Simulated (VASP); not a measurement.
Wanted: the native input for a VASP 6.6.1 run.

| Property | Result |
| --- | --- |
| Task | single point |
| Functional | PBE |
| Potentials or basis | VASP PAW PBE potentials, release 64 (Cu) |
| Cutoff | 520 eV |
| k mesh | 24 × 24 × 24 |
| Occupations | gaussian, width 0.15 eV |
| Spin | no spin polarisation |
| Dipole correction | no |
| Further INCAR settings | ALGO = Fast; EDIFF = 1e-07; NBANDS = 12 |

The structure of Cu lies in POSCAR:

```
Cu
1.0
    0.9564091338      2.3910228345      2.3910228345
    2.3910228345      0.9564091338      2.3910228345
    2.3910228345      2.3910228345      0.9564091338
Cu
1
Direct
    0.0000000000      0.0000000000      0.0000000000
```

This cell differs from its parent crystal: ratio of the length along [111] to the lengths across it x 2.0, volume and fractional coordinates fixed.

These files were run (other wordings do the same):

INCAR

```
SYSTEM = Cu
  ALGO = Fast
  EDIFF = 1E-7
  ENCUT = 520
  GGA = PE
  ISIF = 2
  ISMEAR = 0
  LASPH = .True.
  LCHARG = .False.
  LREAL = .False.
  LWAVE = .False.
  NBANDS = 12
  NELM = 100
  PREC = Accurate
  SIGMA = 0.15
```

KPOINTS

```
k-points
0
Gamma
  24 24 24
  0 0 0
```

Potentials or basis: VASP PAW PBE potentials, release 64 (Cu).

Run with:

```console
$ cat potpaw_PBE.64/Cu/POTCAR > POTCAR
$ mpirun -np 1 vasp_std > vasp.out
```

Results of the run:

```yaml
Pressure: 113.2 GPa
```

Wall time 3.4 min on 1 thread of Intel(R) Xeon(R) 6975P-C (Granite Rapids), with other jobs on the host, peak memory 0.31 GiB.
